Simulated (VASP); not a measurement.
Wanted: the native input for a VASP 6.6.1 run.

| Quantity | Value |
| --- | --- |
| Task | single point |
| Functional | PBE-based global hybrid |
| Potentials or basis | VASP PAW PBE potentials, release 64 (Si, C) |
| Cutoff | 520 eV |
| k mesh | 4 × 4 × 4 |
| Occupations | gaussian, width 0.01 eV |
| Spin | no spin polarisation |
| Dipole correction | no |
| Grid for exact exchange (PRECFOCK) | Normal |
| Share of exact exchange | 0.4 |
| Further INCAR settings | ALGO = Normal; EDIFF = 1e-06; NBANDS = 11 |

SiC:

```
CELL_PARAMETERS angstrom
0.00000 2.17805 2.17805
2.17805 0.00000 2.17805
2.17805 2.17805 0.00000
ATOMIC_POSITIONS crystal
Si 0.00000 0.00000 0.00000
C 0.25000 0.25000 0.25000
```

One way to write it, as run:

POSCAR

```
SiC
1.0
    0.0000000000      2.1780523476      2.1780523476
    2.1780523476      0.0000000000      2.1780523476
    2.1780523476      2.1780523476      0.0000000000
Si C
1 1
Direct
    0.0000000000      0.0000000000      0.0000000000
    0.2500000000      0.2500000000      0.2500000000
```

INCAR.step1

```
SYSTEM = SiC
PREC = Accurate
ENCUT = 520
EDIFF = 1E-5
ISMEAR = 0
SIGMA = 0.01
LREAL = .False.
LASPH = .True.
NELM = 120
ALGO = Normal
ISIF = 2
LWAVE = .True.
LCHARG = .False.
NBANDS = 11
GGA = PE
GGA_COMPAT = .False.
```

INCAR.step2

```
SYSTEM = SiC
PREC = Accurate
ENCUT = 520
EDIFF = 1E-6
ISMEAR = 0
SIGMA = 0.01
LREAL = .False.
LASPH = .True.
NELM = 120
ALGO = Normal
ISIF = 2
LWAVE = .False.
LCHARG = .False.
GGA = PE
LHFCALC = .True.
AEXX = 0.4
PRECFOCK = Normal
NBANDS = 11
ISTART = 1
GGA_COMPAT = .False.
```

KPOINTS

```
regular mesh
0
Gamma
  4 4 4
  0 0 0
```

Potentials or basis: VASP PAW PBE potentials, release 64 (Si, C).

Command:

```sh
$ cat potpaw_PBE.64/Si/POTCAR potpaw_PBE.64/C/POTCAR > POTCAR
$ cp INCAR.step1 INCAR
$ mpirun -np 1 vasp_std > vasp.out
$ cp INCAR.step2 INCAR
$ mpirun -np 1 vasp_std > vasp.out
```

Results of the run:

```json
{
  "Pressure": "-4.4 GPa",
  "Band gap on the k mesh": "4.09 eV, indirect (least direct gap 7.79 eV)"
}
```

Caveat: the k points lie up to 0.62 Å⁻¹ apart; the PAW data sets were made with another functional, which shifts forces and pressure a little.

Wall time 120 s on 1 thread of Intel Xeon 8259CL, on a shared host, peak memory 0.14 GiB.
